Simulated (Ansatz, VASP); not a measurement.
## ScTeI4: VASP beside Ansatz

Contents of INCAR:

```
SYSTEM = ScTeI4
PREC = Accurate
ENCUT = 600
EDIFF = 1E-6
ISMEAR = 0
SIGMA = 0.1
LREAL = .False.
LASPH = .True.
NELM = 100
ALGO = Normal
ISIF = 3
LWAVE = .False.
LCHARG = .False.
GGA = PE
IBRION = 2
NSW = 90
EDIFFG = -0.04
```

File KPOINTS:

```
regular mesh
0
Gamma
  6 6 2
  0 0 0
```

File POSCAR:

```
ScTeI4
1.0
    4.7313677700      0.0000000000      0.0000000000
   -2.3656838900      4.0974846800      0.0000000000
    0.0000000000      0.0000000000      9.9962935800
Sc Te I
1 1 4
Direct
    0.0000000000      0.0000000000      0.5000000000
    0.0000000000      0.0000000000      0.0000000000
    0.3333333300      0.6666666700      0.7438020100
    0.3333333300      0.6666666700      0.2561979900
    0.6666666700      0.3333333300      0.7438020100
    0.6666666700      0.3333333300      0.2561979900
```

Input for Ansatz:

```yaml
crystal:
  lattice:
    - [4.73136777, 0.0, 0.0]
    - [-2.36568389, 4.09748468, 0.0]
    - [0.0, 0.0, 9.99629358]
  atoms:
    - { symbol: Sc, position: [0.0, 0.0, 0.5] }
    - { symbol: Te, position: [0.0, 0.0, 0.0] }
    - { symbol: I, position: [0.33333333, 0.66666667, 0.74380201] }
    - { symbol: I, position: [0.33333333, 0.66666667, 0.25619799] }
    - { symbol: I, position: [0.66666667, 0.33333333, 0.74380201] }
    - { symbol: I, position: [0.66666667, 0.33333333, 0.25619799] }
basis:
  ecutwfc: 420
kpoints:
  mp_grid: { grid: [6, 6, 2] }
hamiltonian:
  xc: pbe
scf:
  occupations: { method: gaussian, width: 0.1 }
  lower_state_search: "off"
output:
  forces: true
  stress: true
  eigenvalues: true
relax:
  adjacent_minimum: "off"
  f_tol: 0.04
  max_steps: 70
  cell: { stress_tol: 0.4 }
```

Change from the starting cell: species swapped into the TiB4Mo type (P6/mmm, No. 191).

Alike in both runs: task relaxation of cell and atoms; functional PBE; k mesh 6 × 6 × 2; occupations gaussian, width 0.1 eV; no spin polarisation.

```csv
,VASP,Ansatz
version,VASP 6.6.1,Ansatz 0.2.0
potentials or method,"VASP PAW PBE potentials, release 64 (Sc_sv, Te, I), cutoff 600 eV","scalar-relativistic, plane waves, PAW"
valence electrons in the cell,45,95
```

```tsv
	VASP	Ansatz	Ansatz less VASP
gap on the k mesh at the Fermi level, each at its own relaxed structure (eV)	none	none	-
relaxed volume (Å³/atom)	35.57	35.44	-0.123
relaxed length of the cell vector where the two differ most in proportion (Å)	6.408	6.395	-0.0137
```

A gap of «none» marks a metal or a gap that the smearing closes. VASP's potentials hold 45 valence electrons a cell and Ansatz's 95, so a difference there can come from the potentials and not from the codes.

Spin-orbit coupling is off throughout.
